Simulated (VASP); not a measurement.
# Lu (Pm-3m) in VASP: further runs

The runs below take Lu through single point, relaxation of cell and atoms, with PBE.

Program: VASP 6.6.1. These are calculated values, not measurements. Logs are shortened: lines on timing, memory, paths and dates and some standing lists are left out, and cuts for length are marked.

## Step 1: The cell of the first run

It takes space group Pm-3m (No. 221, cubic). The conventional cell has a = 2.450 Å, b = 2.450 Å, c = 2.450 Å, α = 90.00°, β = 90.00°, γ = 90.00°. Within 3.2 Å of Lu (site symmetry m-3m) lie 6 Lu at 2.45 Å.

This isn't the form of Lu at room conditions, which is hcp.

## Step 2: Single point, PBE

Contents of INCAR:

```
SYSTEM = Lu
  PREC = Accurate
  ENCUT = 520
  EDIFF = 1E-6
  ISMEAR = -1
  SIGMA = 0.05
  LREAL = .False.
  LASPH = .True.
  NELM = 80
  ALGO = Normal
  ISIF = 2
  LWAVE = .False.
  LCHARG = .False.
  GGA = PE
  NBANDS = 18
```

Contents of KPOINTS:

```
regular mesh
0
Gamma
  15 15 15
  0 0 0
```

Contents of POSCAR:

```
Lu
1.0
    2.4495528775      0.0000000000      0.0000000000
    0.0000000000      2.4495528775      0.0000000000
    0.0000000000      0.0000000000      2.4495528775
Lu
1
Direct
    0.0000000000      0.0000000000      0.0000000000
```

Potentials or basis: VASP PAW PBE potentials, release 64 (Lu).

On the command line:

```bash
$ cat potpaw_PBE.64/Lu/POTCAR > POTCAR
$ mpirun -np 1 vasp_std > vasp.out
```

OUTCAR:

```text
SYSTEM = Lu
   PREC = Accurate
   ENCUT = 520
   EDIFF = 1E-6
   ISMEAR = -1
   LREAL = .False.
   LASPH = .True.
   NELM = 80
   ISIF = 2
   GGA = PE

 ion  position               nearest neighbor table
   1  0.000  0.000  0.000-

  LATTYP: Found a simple cubic cell.
 ALAT       =     2.4495528775

  Lattice vectors:

 A1 = (   2.4495528775,   0.0000000000,   0.0000000000)
 A2 = (   0.0000000000,   2.4495528775,   0.0000000000)
 A3 = (   0.0000000000,   0.0000000000,   2.4495528775)

Analysis of symmetry for initial positions (statically):
=====================================================================
 Subroutine PRICEL returns:
 Original cell was already a primitive cell.

 Routine SETGRP: Setting up the symmetry group for a
 simple cubic supercell.

 Subroutine GETGRP returns: Found 48 space group operations
 (whereof 48 operations were pure point group operations)
 out of a pool of 48 trial point group operations.

The static configuration has the point symmetry O_h .

Analysis of symmetry for dynamics (positions and initial velocities):
=====================================================================
 Subroutine PRICEL returns:
 Original cell was already a primitive cell.

 Routine SETGRP: Setting up the symmetry group for a
 simple cubic supercell.

 Subroutine GETGRP returns: Found 48 space group operations
 (whereof 48 operations were pure point group operations)
 out of a pool of 48 trial point group operations.

The dynamic configuration has the point symmetry O_h .

 Subroutine INISYM returns: Found 48 space group operations
 (whereof 48 operations are pure point group operations),
 and found     1 'primitive' translations

----------------------------------------------------------------------------------------

                                     Primitive cell

  volume of cell :      14.6981

  direct lattice vectors                    reciprocal lattice vectors
     2.449552877  0.000000000  0.000000000     0.408237768  0.000000000  0.000000000
     0.000000000  2.449552877  0.000000000     0.000000000  0.408237768  0.000000000
     0.000000000  0.000000000  2.449552877     0.000000000  0.000000000  0.408237768

  length of vectors
     2.449552877  2.449552877  2.449552877     0.408237768  0.408237768  0.408237768

  position of ions in fractional coordinates (direct lattice)
     0.000000000  0.000000000  0.000000000

  ion indices of the primitive-cell ions
   primitive index   ion index
                 1           1

----------------------------------------------------------------------------------------

 KPOINTS: regular mesh

Automatic generation of k-mesh.
 Grid dimensions read from file:
 generate k-points for:   15   15   15

 Generating k-lattice:

  Cartesian coordinates                     Fractional coordinates (reciprocal lattice)
     0.027215851  0.000000000  0.000000000     0.066666667  0.000000000  0.000000000
     0.000000000  0.027215851  0.000000000     0.000000000  0.066666667  0.000000000
     0.000000000  0.000000000  0.027215851     0.000000000  0.000000000  0.066666667

  Length of vectors
     0.027215851  0.027215851  0.027215851

  Shift w.r.t. Gamma in fractional coordinates (k-lattice)
     0.000000000  0.000000000  0.000000000

 Subroutine IBZKPT returns following result:
 ===========================================

 Found    120 irreducible k-points:

 Following reciprocal coordinates:
            Coordinates               Weight
  0.000000  0.000000  0.000000      1.000000
  0.066667  0.000000  0.000000      6.000000
  0.133333  0.000000  0.000000      6.000000
  0.200000  0.000000  0.000000      6.000000
  0.266667  0.000000  0.000000      6.000000
  0.333333  0.000000  0.000000      6.000000
[... 16 lines left out ...]
  0.266667  0.200000  0.000000     24.000000
  0.333333  0.200000  0.000000     24.000000
 [... further k-points ...]
   k-points           NKPTS =    120   k-points in BZ     NKDIM =    120   number of bands    NBANDS=     18
   number of dos      NEDOS =    301   number of ions     NIONS =      1
   total plane-waves  NPLWV =   5832
   dimension x,y,z NGX =    18 NGY =   18 NGZ =   18
   dimension x,y,z NGXF=    36 NGYF=   36 NGZF=   36
   ions per type =               1
   NGX,Y,Z   is equivalent  to a cutoff of  12.22, 12.22, 12.22 a.u.
   NGXF,Y,Z  is equivalent  to a cutoff of  24.43, 24.43, 24.43 a.u.
 SYSTEM =  Lu
   PREC   = accura    normal or accurate (medium, high low for compatibility)
   ISTART =      0    job   : 0-new  1-cont  2-samecut
   ICHARG =      2    charge: 1-file 2-atom 10-const
   ISPIN  =      1    spin polarized calculation?
   LNONCOLLINEAR =      F non collinear calculations
   LSORBIT =      F    spin-orbit coupling
   LASPH  =      T    aspherical Exc in radial PAW
   ENCUT  =  520.0 eV  38.22 Ry    6.18 a.u.   4.55  4.55  4.55*2*pi/ulx,y,z
   NELM   =     80;   NELMIN=  2; NELMDL= -5     # of ELM steps
   EDIFF  = 0.1E-05   stopping-criterion for ELM
   LREAL  =      F    real-space projection
   EDIFFG = 0.1E-04   stopping-criterion for IOM
   NSW    =      0    number of steps for IOM
   IBRION =     -1    ionic relax: 0-MD 1-quasi-New 2-CG
   NFREE  =      0    steps in history (QN), initial steepest desc. (CG)
   ISIF   =      2    stress and relaxation
   ISYM   =      2    0-nonsym 1-usesym 2-fastsym
   POTIM  = 0.5000    time-step for ionic-motion
   TEBEG  =    0.0;   TEEND  =   0.0 temperature during run
   PSTRESS=    0.0 pullay stress
   NELECT =      25.0000    total number of electrons
   NUPDOWN=      -1.0000    fix difference up-down
   EMIN   =  10.00;   EMAX   =-10.00  energy-range for DOS
   EFERMI =   0.00;   METHOD = LEGACY
   ISMEAR =    -1;   SIGMA  =   0.05  broadening in eV -4-tet -1-fermi 0-gaus
   EFERMI_NEDOS =   21; number of points for ismear=-14 and -15
   IALGO  =     38    algorithm
   IMIX   =      4    mixing-type and parameters
     AMIX     =   0.40;   BMIX     =  1.00
     AMIX_MAG =   1.60;   BMIX_MAG =  1.00
  volume/ion in A,a.u.               =      14.70        99.19
  Fermi-wavevector in a.u.,A,eV,Ry     =   1.954196  3.692894 51.959019  3.818880
  Thomas-Fermi vector in A             =   2.980835
   LORBIT       =      0    0 simple, 1 ext, 2 COOP (PROOUT), +10 PAW based schemes
   GGA     = PE    functional components
   LHFCALC =     F    Hartree Fock is set to
   AEXX    =    0.0000 exact exchange contribution
   IVDW    =     0    specifies the selected vdW correction
   LEPSILON=     F    determine dielectric tensor
   LRPA    =     F    only Hartree local field effects (RPA)
 non-spin polarized calculation
  energy-cutoff  :      520.00
  volume of cell :       14.70
 maximum number of plane-waves:       413
   NGX =  9   NGY =  9   NGZ =  9

 number of electron      25.0000023 magnetization

 Free energy of the ion-electron system (eV)
  ---------------------------------------------------
  ext. energy  EPLUGINS =         0.00000000
  ---------------------------------------------------
  free energy    TOTEN  =        -0.69880798 eV

  energy without entropy =       -0.68893648  energy(sigma->0) =       -0.69387223

 E-fermi :   5.4199     XC(G=0): -14.4978

 val. band max:        5.4137192888   @ k =   0.4667   0.4667   0.2667
 cond. band min:       5.4246792706   @ k =   0.4000   0.3333   0.0000
 fundamental gap:      0.0109599817
 Fermi energy:         5.4199157979

 k-point     1 :       0.0000    0.0000    0.0000
  band No.  band energies     occupation
      1     -51.2885      2.00000
      2     -19.7091      2.00000
      3     -19.7091      2.00000
      4     -19.7091      2.00000
      5      -1.3107      2.00000
      6       0.2023      2.00000
[... 10 lines left out ...]
     17      18.0475      0.00000
     18      25.1466      0.00000

 k-point     2 :       0.0667    0.0000    0.0000
  band No.  band energies     occupation
      1     -51.2657      2.00000
      2     -19.9592      2.00000
      3     -19.6886      2.00000
      4     -19.6886      2.00000
      5      -1.0759      2.00000
      6       0.1860      2.00000
[... 10 lines left out ...]
     17      18.0858      0.00000
     18      24.1840      0.00000

 k-point     3 :       0.1333    0.0000    0.0000
  band No.  band energies     occupation
      1     -51.2008      2.00000
      2     -20.6252      2.00000
      3     -19.6304      2.00000
      4     -19.6304      2.00000
      5      -0.4887      2.00000
      6       0.1428      2.00000
[... 10 lines left out ...]
     17      18.1954      0.00000
     18      22.3721      0.00000

 k-point     4 :       0.2000    0.0000    0.0000
  band No.  band energies     occupation
      1     -51.1040      2.00000
      2     -21.5176      2.00000
      3     -19.5434      2.00000
      4     -19.5434      2.00000
      5      -0.0160      2.00000
      6       0.0864      2.00000
[... 10 lines left out ...]
     17      18.3606      0.00000
     18      20.7355      0.00000

 k-point     5 :       0.2667    0.0000    0.0000
  band No.  band energies     occupation
      1     -50.9909      2.00000
      2     -22.4435      2.00000
      3     -19.4420      2.00000
      4     -19.4420      2.00000
      5      -0.0540      2.00000
      6       0.0296      2.00000
[... 10 lines left out ...]
     17      18.5562      0.00000
     18      19.8367      0.00000

 k-point     6 :       0.3333    0.0000    0.0000
  band No.  band energies     occupation
      1     -50.8807      2.00000
      2     -23.2537      2.00000
      3     -19.3432      2.00000
      4     -19.3432      2.00000
      5      -0.1154      2.00000
      6      -0.0184      2.00000
[... 307 lines left out ...]
 k-point    21 :       0.4667    0.1333    0.0000
  band No.  band energies     occupation
      1     -50.6604      2.00000
      2     -24.0349      2.00000
      3     -20.0552      2.00000
      4     -19.1483      2.00000
      5      -0.1720      2.00000
      6      -0.0534      2.00000
[... 10 lines left out ...]
     17      17.3518      0.00000
     18      23.3788      0.00000

 k-point    22 :       0.2000    0.2000    0.0000
  band No.  band energies     occupation
      1     -50.9219      2.00000
      2     -21.3998      2.00000
      3     -21.2064      2.00000
      4     -19.3817      2.00000
      5       0.0747      2.00000
      6       0.1485      2.00000
[... 10 lines left out ...]
     17      15.5392      0.00000
     18      22.8413      0.00000

 k-point    23 :       0.2667    0.2000    0.0000
  band No.  band energies     occupation
      1     -50.8103      2.00000
      2     -22.2192      2.00000
      3     -21.1622      2.00000
      4     -19.2826      2.00000
      5       0.0191      2.00000
      6       0.0831      2.00000
[... 10 lines left out ...]
     17      15.4184      0.00000
     18      21.7761      0.00000

 k-point    24 :       0.3333    0.2000    0.0000
  band No.  band energies     occupation
      1     -50.7016      2.00000
      2     -23.0102      2.00000
      3     -21.0382      2.00000
      4     -19.1863      2.00000
      5      -0.0626      2.00000
      6       0.0247      2.00000
[... 10 lines left out ...]
     17      15.6213      0.00000
     18      21.3182      0.00000

 [... further k-points ...]

------------------------ aborting loop because EDIFF is reached ----------------------------------------

  FORCE on cell =-STRESS in cart. coord.  units (eV):
  Direction    XX          YY          ZZ          XY          YZ          ZX
  --------------------------------------------------------------------------------------
  -------------------------------------------------------------------------------------
  Total        9.4485296      9.4485296      9.4485296      0.0000000      0.0000000     -0.0000000
  in kB     1029.9457558   1029.9457558   1029.9457558      0.0000000      0.0000000     -0.0000000
  external PRESSURE =    1029.9457558 kB  Pullay stress =       0.0000000 kB

 VOLUME and BASIS-vectors are now :
 -----------------------------------------------------------------------------
  energy-cutoff  :      520.00
  volume of cell :       14.70
      direct lattice vectors                 reciprocal lattice vectors
     2.449552877  0.000000000  0.000000000     0.408237768  0.000000000  0.000000000
     0.000000000  2.449552877  0.000000000     0.000000000  0.408237768  0.000000000
     0.000000000  0.000000000  2.449552877     0.000000000  0.000000000  0.408237768

 POSITION                                       TOTAL-FORCE (eV/Angst)
 -----------------------------------------------------------------------------------
      0.00000      0.00000      0.00000         0.000000      0.000000      0.000000
 -----------------------------------------------------------------------------------
    total drift:                               -0.000000      0.000000     -0.000000

  FREE ENERGIE OF THE ION-ELECTRON SYSTEM (eV)
  ---------------------------------------------------
  free  energy   TOTEN  =        -0.6988079789 eV

  energy  without entropy=       -0.6889364791  energy(sigma->0) =       -0.69387223
```

Wall time 17 s (1 thread of AMD EPYC 9R45 (Zen 5), shared host); peak memory 0.12 GiB.

Results:

| Property | Result |
| --- | --- |
| Free energy | -0.6988 eV |
| Pressure | 103.0 GPa |
| Band gap on the k mesh | zero (an odd number of electrons rules out a gap without spin polarisation) |

Levels at points of the mesh, in eV from the Fermi level:
```
           k point  band 8  band 9  band 10  band 11  band 12  band 13  band 14  band 15  band 16  band 17
(0.00, 0.00, 0.00)   -5.22   -5.00    -5.00    -5.00    -4.88    -2.38    -2.38    12.63    12.63    12.63
```

Caveat: the cell stands under pressure; spin-orbit coupling is left out, which moves the levels of the heavy elements.

## Step 3: Single point, PBE

Contents of INCAR:

```
  PREC = Accurate
  ENCUT = 520
  EDIFF = 1E-7
  ISMEAR = -1
  SIGMA = 0.05
  LREAL = F
  LASPH = T
  NELM = 60
  ALGO = Normal
  ISIF = 2
  LWAVE = F
  LCHARG = F
  GGA = PE
  NBANDS = 18
```

Contents of KPOINTS:

```
regular mesh
0
Gamma
  15 15 15
```

Contents of POSCAR:

```
Lu
1.0
    2.4499605931      0.0000000000      0.0000000000
    0.0000000000      2.4499605931      0.0000000000
    0.0000000000      0.0000000000      2.4499605931
Lu
1
Direct
    0.0000000000      0.0000000000      0.0000000000
```

Potentials or basis: VASP PAW PBE potentials, release 64 (Lu).

On the command line:

```bash
$ cat potpaw_PBE.64/Lu/POTCAR > POTCAR
$ mpirun -np 1 vasp_std > vasp.out
```

Run time: 19 s. Hardware: 1 thread of AMD EPYC 9R45 (Zen 5), shared host; peak memory 0.12 GiB.

Results (log left out):

| Property | Result |
| --- | --- |
| Free energy | -0.7036 eV |
| Pressure | 103.8 GPa |
| Band gap on the k mesh | zero (an odd number of electrons rules out a gap without spin polarisation) |

Levels at points of the mesh, in eV from the Fermi level:
```csv
k point,band 9,band 10,band 11,band 12,band 13,band 14,band 15,band 16
"(0.00, 0.00, 0.00)",-5.00,-5.00,-5.00,-4.88,-2.38,-2.38,12.62,12.62
```

Caveat: the cell stands under pressure; spin-orbit coupling is left out, which moves the levels of the heavy elements.

(Continued in part 2 of 2.)
